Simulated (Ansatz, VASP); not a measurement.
CO2: VASP beside Ansatz

```
C O
1.0
    12.00000    0.00000    0.00000
     0.00000   12.00000    0.00000
     0.00000    0.00000   12.00000
C O
1 2
Direct
  0.50000 0.50000 0.50000
  0.50000 0.50000 0.59667
  0.50000 0.50000 0.40333
```

Alike in both runs: task single point; functional PBE; k mesh 1 × 1 × 1; no spin polarisation.

```csv
,VASP,Ansatz
version,VASP 6.6.1,Ansatz 0.2.0
potentials or method,"VASP PAW PBE potentials, release 64 (C_h, O_h)","scalar-relativistic, plane waves, PAW"
plane-wave cutoff (eV),910,420
occupations,"gaussian, width 0.01 eV",fixed
valence electrons in the cell,16,16
```

```tsv
	VASP	Ansatz	Ansatz less VASP
gap on the k mesh at the Fermi level (eV)	8.10	8.10	-0.004
rms of the force components (eV/Å)	0.538	0.527	-0.0104
```

Atom by atom the forces differ by 0.010 eV/Å (rms over components). Ansatz's warnings: xc potential rough in thin density.

Noted on VASP's run: the cutoff is short for stress, so the pressure is rough.
